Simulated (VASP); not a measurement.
SnSe2, 3 atoms in the cell. The typed cell holds 3 atoms: a = 3.811 Å, b = 3.811 Å, c = 6.137 Å, α = 90.00°, β = 90.00°, γ = 120.00°.  This cell differs from its parent crystal: atom 2 (Se) moved by (+0.300, -0.150) A along [1 1 0] and z.

```yaml
Program: VASP 6.6.1
Task: single point
Functional: PBEsol
Potentials_or_basis: VASP PAW PBE potentials, release 64 (Sn_d, Se)
Cutoff: 520 eV
k_mesh: 6 × 6 × 4
Occupations: gaussian, width 0.05 eV
Spin: no spin polarisation
Dipole_correction: no
Further_INCAR_settings: ALGO = Normal; EDIFF = 1e-06; NBANDS = 20
```

Potentials or basis: VASP PAW PBE potentials, release 64 (Sn_d, Se).

Command:

```console
$ cat potpaw_PBE.64/Sn_d/POTCAR potpaw_PBE.64/Se/POTCAR > POTCAR
$ mpirun -np 1 vasp_std > vasp.out
```

Hardware: 1 thread of Intel(R) Xeon(R) Platinum 8375C CPU @ 2.90GHz (Ice Lake), with other jobs on the host.

Problem. Estimate the wall time of this run.

Solution. Wall time 69 s on 1 thread of Intel(R) Xeon(R) Platinum 8375C CPU @ 2.90GHz (Ice Lake), with other jobs on the host, peak memory 0.26 GiB. Counts: scf iterations 13, k points 76.
